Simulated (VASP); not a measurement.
# MgI (F-43m) in VASP: a series of runs

MgI is run at these levels: PBE; tasks: single point, relaxation of cell and atoms.

All numbers are computed with VASP 6.6.1; they aren't measurements. Logs are shortened: lines on timing, memory, paths and dates and some standing lists are left out, and cuts for length are marked.

## 1. The cell of the first run

The structure is cubic, space group F-43m (No. 216). The conventional cell has a = 7.265 Å, b = 7.265 Å, c = 7.265 Å, α = 90.00°, β = 90.00°, γ = 90.00°. Within 4.1 Å of Mg (site symmetry -43m) lie 4 I at 3.15 Å. I (site symmetry -43m) has 4 Mg at 3.15 Å within 4.1 Å.

## 2. Single point, PBE

The input, INCAR:

```
SYSTEM = MgI
  PREC = Accurate
  ENCUT = 520
  EDIFF = 1E-7
  ISMEAR = 0
  SIGMA = 0.1
  LREAL = .FALSE.
  LASPH = .TRUE.
  NELM = 100
  ALGO = Normal
  ISIF = 2
  LWAVE = .FALSE.
  LCHARG = .FALSE.
  GGA = PE
  NBANDS = 12
```

The input, KPOINTS:

```
Automatic mesh
0
G
  14 14 14
  0 0 0
```

The input, POSCAR:

```
MgI
1.0
    0.0000000000      3.6327301098      3.6327301098
    3.6327301098      0.0000000000      3.6327301098
    3.6327301098      3.6327301098      0.0000000000
Mg I
1 1
Direct
    0.0000000000      0.0000000000      0.0000000000
    0.7500000000      0.7500000000      0.7500000000
```

Potentials or basis: VASP PAW PBE potentials, release 64 (Mg, I).

Started as:

```sh
> cat potpaw_PBE.64/Mg/POTCAR potpaw_PBE.64/I/POTCAR > POTCAR
> mpirun -np 1 vasp_std > vasp.out
```

OUTCAR:

```text
SYSTEM = MgI
   PREC = Accurate
   ENCUT = 520
   EDIFF = 1E-7
   ISMEAR = 0
   LREAL = .FALSE.
   LASPH = .TRUE.
   NELM = 100
   ISIF = 2
   GGA = PE

 ion  position               nearest neighbor table
   1  0.000  0.000  0.000-   2 3.15   2 3.15   2 3.15   2 3.15
   2  0.750  0.750  0.750-   1 3.15   1 3.15   1 3.15   1 3.15

  LATTYP: Found a face centered cubic cell.
 ALAT       =     7.2654602196

  Lattice vectors:

 A1 = (   0.0000000000,   3.6327301098,   3.6327301098)
 A2 = (   3.6327301098,   0.0000000000,   3.6327301098)
 A3 = (   3.6327301098,   3.6327301098,   0.0000000000)

Analysis of symmetry for initial positions (statically):
=====================================================================
 Subroutine PRICEL returns:
 Original cell was already a primitive cell.

 Routine SETGRP: Setting up the symmetry group for a
 face centered cubic supercell.

 Subroutine GETGRP returns: Found 24 space group operations
 (whereof 24 operations were pure point group operations)
 out of a pool of 48 trial point group operations.

The static configuration has the point symmetry T_d .

Analysis of symmetry for dynamics (positions and initial velocities):
=====================================================================
 Subroutine PRICEL returns:
 Original cell was already a primitive cell.

 Routine SETGRP: Setting up the symmetry group for a
 face centered cubic supercell.

 Subroutine GETGRP returns: Found 24 space group operations
 (whereof 24 operations were pure point group operations)
 out of a pool of 48 trial point group operations.

The dynamic configuration has the point symmetry T_d .

 Subroutine INISYM returns: Found 24 space group operations
 (whereof 24 operations are pure point group operations),
 and found     1 'primitive' translations

----------------------------------------------------------------------------------------

                                     Primitive cell

  volume of cell :      95.8803

  direct lattice vectors                    reciprocal lattice vectors
     0.000000000  3.632730110  3.632730110    -0.137637530  0.137637530  0.137637530
     3.632730110  0.000000000  3.632730110     0.137637530 -0.137637530  0.137637530
     3.632730110  3.632730110  0.000000000     0.137637530  0.137637530 -0.137637530

  length of vectors
     5.137456190  5.137456190  5.137456190     0.238395195  0.238395195  0.238395195

  position of ions in fractional coordinates (direct lattice)
     0.000000000  0.000000000  0.000000000
     0.750000000  0.750000000  0.750000000

  ion indices of the primitive-cell ions
   primitive index   ion index
                 1           1
                 2           2

----------------------------------------------------------------------------------------

 KPOINTS: Automatic mesh

Automatic generation of k-mesh.
 Grid dimensions read from file:
 generate k-points for:   14   14   14

 Generating k-lattice:

  Cartesian coordinates                     Fractional coordinates (reciprocal lattice)
    -0.009831252  0.009831252  0.009831252     0.071428571  0.000000000  0.000000000
     0.009831252 -0.009831252  0.009831252     0.000000000  0.071428571  0.000000000
     0.009831252  0.009831252 -0.009831252     0.000000000  0.000000000  0.071428571

  Length of vectors
     0.017028228  0.017028228  0.017028228

  Shift w.r.t. Gamma in fractional coordinates (k-lattice)
     0.000000000  0.000000000  0.000000000

 Subroutine IBZKPT returns following result:
 ===========================================

 Found    104 irreducible k-points:

 Following reciprocal coordinates:
            Coordinates               Weight
  0.000000  0.000000  0.000000      1.000000
  0.071429  0.000000  0.000000      8.000000
  0.142857  0.000000  0.000000      8.000000
  0.214286  0.000000  0.000000      8.000000
  0.285714  0.000000  0.000000      8.000000
  0.357143  0.000000  0.000000      8.000000
[... 16 lines left out ...]
  0.214286  0.142857  0.000000     24.000000
  0.285714  0.142857  0.000000     24.000000
 [... further k-points ...]
   k-points           NKPTS =    104   k-points in BZ     NKDIM =    104   number of bands    NBANDS=     12
   number of dos      NEDOS =    301   number of ions     NIONS =      2
   total plane-waves  NPLWV =  64000
   dimension x,y,z NGX =    40 NGY =   40 NGZ =   40
   dimension x,y,z NGXF=    80 NGYF=   80 NGZF=   80
   ions per type =               1   1
   NGX,Y,Z   is equivalent  to a cutoff of  12.94, 12.94, 12.94 a.u.
   NGXF,Y,Z  is equivalent  to a cutoff of  25.89, 25.89, 25.89 a.u.
 SYSTEM =  MgI
   PREC   = accura    normal or accurate (medium, high low for compatibility)
   ISTART =      0    job   : 0-new  1-cont  2-samecut
   ICHARG =      2    charge: 1-file 2-atom 10-const
   ISPIN  =      1    spin polarized calculation?
   LNONCOLLINEAR =      F non collinear calculations
   LSORBIT =      F    spin-orbit coupling
   LASPH  =      T    aspherical Exc in radial PAW
   ENCUT  =  520.0 eV  38.22 Ry    6.18 a.u.   9.55  9.55  9.55*2*pi/ulx,y,z
   NELM   =    100;   NELMIN=  2; NELMDL= -5     # of ELM steps
   EDIFF  = 0.1E-06   stopping-criterion for ELM
   LREAL  =      F    real-space projection
   EDIFFG = 0.1E-05   stopping-criterion for IOM
   NSW    =      0    number of steps for IOM
   IBRION =     -1    ionic relax: 0-MD 1-quasi-New 2-CG
   NFREE  =      0    steps in history (QN), initial steepest desc. (CG)
   ISIF   =      2    stress and relaxation
   ISYM   =      2    0-nonsym 1-usesym 2-fastsym
   POTIM  = 0.5000    time-step for ionic-motion
   TEBEG  =    0.0;   TEEND  =   0.0 temperature during run
   PSTRESS=    0.0 pullay stress
   NELECT =       9.0000    total number of electrons
   NUPDOWN=      -1.0000    fix difference up-down
   EMIN   =  10.00;   EMAX   =-10.00  energy-range for DOS
   EFERMI =   0.00;   METHOD = LEGACY
   ISMEAR =     0;   SIGMA  =   0.10  broadening in eV -4-tet -1-fermi 0-gaus
   EFERMI_NEDOS =   21; number of points for ismear=-14 and -15
   IALGO  =     38    algorithm
   IMIX   =      4    mixing-type and parameters
     AMIX     =   0.40;   BMIX     =  1.00
     AMIX_MAG =   1.60;   BMIX_MAG =  1.00
  volume/ion in A,a.u.               =      47.94       323.52
  Fermi-wavevector in a.u.,A,eV,Ry     =   0.744011  1.405976  7.531532  0.553552
  Thomas-Fermi vector in A             =   1.839262
   LORBIT       =      0    0 simple, 1 ext, 2 COOP (PROOUT), +10 PAW based schemes
   GGA     = PE    functional components
   LHFCALC =     F    Hartree Fock is set to
   AEXX    =    0.0000 exact exchange contribution
   IVDW    =     0    specifies the selected vdW correction
   LEPSILON=     F    determine dielectric tensor
   LRPA    =     F    only Hartree local field effects (RPA)
 non-spin polarized calculation
 Gauss-broadening in eV      SIGMA  =   0.10
  energy-cutoff  :      520.00
  volume of cell :       95.88
 maximum number of plane-waves:      2637
 NGX is ok and might be reduce to    40
   NGX = 19   NGY = 19   NGZ = 19

 number of electron       9.0000000 magnetization

 Free energy of the ion-electron system (eV)
  ---------------------------------------------------
  ext. energy  EPLUGINS =         0.00000000
  ---------------------------------------------------
  free energy    TOTEN  =        -3.36016784 eV

  energy without entropy =       -3.35206071  energy(sigma->0) =       -3.35611427

 E-fermi :   2.4104     XC(G=0):  -6.6564

 val. band max:        2.3932050866   @ k =  -0.4286   0.2143   0.0714
 cond. band min:       2.4105503975   @ k =   0.4286   0.2857   0.0714
 fundamental gap:      0.0173453109
 Fermi energy:         2.4104358437

 k-point     1 :       0.0000    0.0000    0.0000
  band No.  band energies     occupation
      1     -11.9662      2.00000
      2      -1.6275      2.00000
      3      -1.6275      2.00000
      4      -1.6275      2.00000
      5       0.4738      2.00000
      6       4.7278      0.00000
      7       4.7278      0.00000
      8       4.7278      0.00000
      9       7.3290      0.00000
     10       7.6072      0.00000
     11       7.6072      0.00000
     12       9.2189      0.00000

 k-point     2 :       0.0714    0.0000    0.0000
  band No.  band energies     occupation
      1     -11.9606      2.00000
      2      -1.7538      2.00000
      3      -1.6365      2.00000
      4      -1.6365      2.00000
      5       0.6208      2.00000
      6       4.6470      0.00000
      7       4.7621      0.00000
      8       4.7621      0.00000
      9       7.4781      0.00000
     10       7.4781      0.00000
     11       7.5151      0.00000
     12       9.0670      0.00000

 k-point     3 :       0.1429    0.0000    0.0000
  band No.  band energies     occupation
      1     -11.9448      2.00000
      2      -2.0442      2.00000
      3      -1.6614      2.00000
      4      -1.6614      2.00000
      5       0.9610      2.00000
      6       4.4936      0.00000
      7       4.8484      0.00000
      8       4.8484      0.00000
      9       7.2664      0.00000
     10       7.2664      0.00000
     11       7.9107      0.00000
     12       8.8582      0.00000
[... 286 lines left out ...]
 k-point    23 :       0.2143    0.1429    0.0000
  band No.  band energies     occupation
      1     -11.9206      2.00000
      2      -2.2863      2.00000
      3      -1.7712      2.00000
      4      -1.7653      2.00000
      5       1.4383      2.00000
      6       4.0425      0.00000
      7       5.1352      0.00000
      8       5.1669      0.00000
      9       6.3348      0.00000
     10       7.8614      0.00000
     11       8.5853      0.00000
     12       9.4699      0.00000

 k-point    24 :       0.2857    0.1429    0.0000
  band No.  band energies     occupation
      1     -11.8980      2.00000
      2      -2.5379      2.00000
      3      -1.8148      2.00000
      4      -1.8141      2.00000
      5       1.7595      2.00000
      6       3.9875      0.00000
      7       5.1325      0.00000
      8       5.2764      0.00000
      9       6.4054      0.00000
     10       7.9407      0.00000
     11       8.6655      0.00000
     12       9.7137      0.00000

 [... further k-points ...]

------------------------ aborting loop because EDIFF is reached ----------------------------------------

  FORCE on cell =-STRESS in cart. coord.  units (eV):
  Direction    XX          YY          ZZ          XY          YZ          ZX
  --------------------------------------------------------------------------------------
  -------------------------------------------------------------------------------------
  Total       -0.0110148     -0.0110148     -0.0110148      0.0000000     -0.0000000     -0.0000000
  in kB       -0.1840587     -0.1840587     -0.1840587      0.0000000     -0.0000000     -0.0000000
  external PRESSURE =      -0.1840587 kB  Pullay stress =       0.0000000 kB

 VOLUME and BASIS-vectors are now :
 -----------------------------------------------------------------------------
  energy-cutoff  :      520.00
  volume of cell :       95.88
      direct lattice vectors                 reciprocal lattice vectors
     0.000000000  3.632730110  3.632730110    -0.137637530  0.137637530  0.137637530
     3.632730110  0.000000000  3.632730110     0.137637530 -0.137637530  0.137637530
     3.632730110  3.632730110  0.000000000     0.137637530  0.137637530 -0.137637530

 POSITION                                       TOTAL-FORCE (eV/Angst)
 -----------------------------------------------------------------------------------
      0.00000      0.00000      0.00000        -0.000000     -0.000000     -0.000000
      5.44910      5.44910      5.44910         0.000000      0.000000      0.000000
 -----------------------------------------------------------------------------------
    total drift:                                0.000000      0.000000      0.000000

  FREE ENERGIE OF THE ION-ELECTRON SYSTEM (eV)
  ---------------------------------------------------
  free  energy   TOTEN  =        -3.3601678366 eV

  energy  without entropy=       -3.3520607086  energy(sigma->0) =       -3.35611427
```

Wall time 65 s (1 thread of AMD EPYC 9R45 (Zen 5), shared host); peak memory 0.29 GiB.

Results:

| Quantity | Value |
| --- | --- |
| Free energy | -3.3602 eV |
| Pressure | 0.0 GPa |

Levels at points of the mesh, in eV from the Fermi level:
```csv
k point,band 2,band 3,band 4,band 5,band 6,band 7,band 8,band 9
"(0.00, 0.00, 0.00)",-4.04,-4.04,-4.04,-1.94,2.32,2.32,2.32,4.92
"(0.50, 0.00, 0.00)",-5.51,-4.21,-4.21,-0.56,2.52,2.52,2.75,5.37
"(0.50, 0.50, 0.00)",-5.47,-4.51,-4.51,0.19,0.46,4.05,4.51,4.51
```

Caveat: spin-orbit coupling is left out, which moves the levels of the heavy elements; an odd number of electrons without spin polarisation forces a metal; a magnetic or distorted state may lie lower.

(Part 1 of 2 ends here.)
